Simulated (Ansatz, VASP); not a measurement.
Au in VASP and in Ansatz

Contents of INCAR:

```
PREC = Accurate
ENCUT = 520
EDIFF = 1E-6
ISMEAR = 0
SIGMA = 0.1
LREAL = F
LASPH = T
NELM = 60
ALGO = Normal
ISIF = 2
LWAVE = F
LCHARG = T
GGA = PE
LELF = T
LVHAR = T
NBANDS = 12
```

KPOINTS

```
Automatic mesh
0
Gamma
  18 18 18
```

File POSCAR:

```
Au
1.0
   -1.5817957681      1.5817957681      1.5817957681
    1.5817957681     -1.5817957681      1.5817957681
    1.5817957681      1.5817957681     -1.5817957681
Au
1
Direct
    0.0000000000      0.0000000000      0.0000000000
```

Input for Ansatz:

```yaml
crystal:
  lattice:
    - [-1.5817957681, 1.5817957681, 1.5817957681]
    - [1.5817957681, -1.5817957681, 1.5817957681]
    - [1.5817957681, 1.5817957681, -1.5817957681]
  atoms:
    - { symbol: Au, position: [0.0, 0.0, 0.0] }
basis:
  ecutwfc: 420
kpoints:
  mp_grid: { grid: [18, 18, 18] }
hamiltonian:
  xc: pbe
scf:
  occupations: { method: gaussian, width: 0.1 }
output:
  forces: true
  stress: true
  eigenvalues: true
```

Alike in both runs: task single point; functional PBE; k mesh 18 × 18 × 18; occupations gaussian, width 0.1 eV; no spin polarisation.

|  | VASP | Ansatz |
| --- | --- | --- |
| version | VASP 6.6.1 | Ansatz 0.2.0 |
| potentials or method | VASP PAW PBE potentials, release 64 (Au), cutoff 520 eV | scalar-relativistic, plane waves, PAW |
| valence electrons in the cell | 11 | 19 |

```tsv
	VASP	Ansatz	Ansatz less VASP
gap on the k mesh at the Fermi level (eV)	none	none	-
pressure (GPa)	25.6	26.1	+0.43
```

A gap of «none» marks a metal or a gap that the smearing closes. The functional is the same, so the differences come from potentials, cutoffs and numerics. VASP's potentials hold 11 valence electrons a cell and Ansatz's 19, so a difference there can come from the potentials and not from the codes.

Neither program's run includes spin-orbit coupling.
